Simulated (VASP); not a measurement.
Here is a VASP 6.6.1 calculation.

INCAR

```
SYSTEM = S
PREC = Accurate
ENCUT = 520
EDIFF = 1E-6
ISMEAR = -1
SIGMA = 0.08
LREAL = .FALSE.
LASPH = .TRUE.
NELM = 60
ALGO = Normal
ISIF = 2
LWAVE = .FALSE.
LCHARG = .FALSE.
GGA = CA
NBANDS = 9
```

The input KPOINTS:

```
regular mesh
0
G
  16 16 16
  0 0 0
```

Contents of POSCAR:

```
S
1.0
    0.0000000000      1.8785853912      1.8785853912
    1.8785853912      0.0000000000      1.8785853912
    1.8785853912      1.8785853912      0.0000000000
S
1
Direct
    0.0000000000      0.0000000000      0.0000000000
```

Potentials or basis: VASP PAW LDA potentials, release 64 (S).

Command:

```sh
$ cat potpaw_LDA.64/S/POTCAR > POTCAR
$ mpirun -np 1 vasp_std > vasp.out
```

Q: Estimate the band gap on the k mesh.

A: Zero (band 3 reaches 14.37 eV, above the bottom of band 4 at 6.68 eV).

Q: What does it give for the pressure?

A: 13.0 GPa.
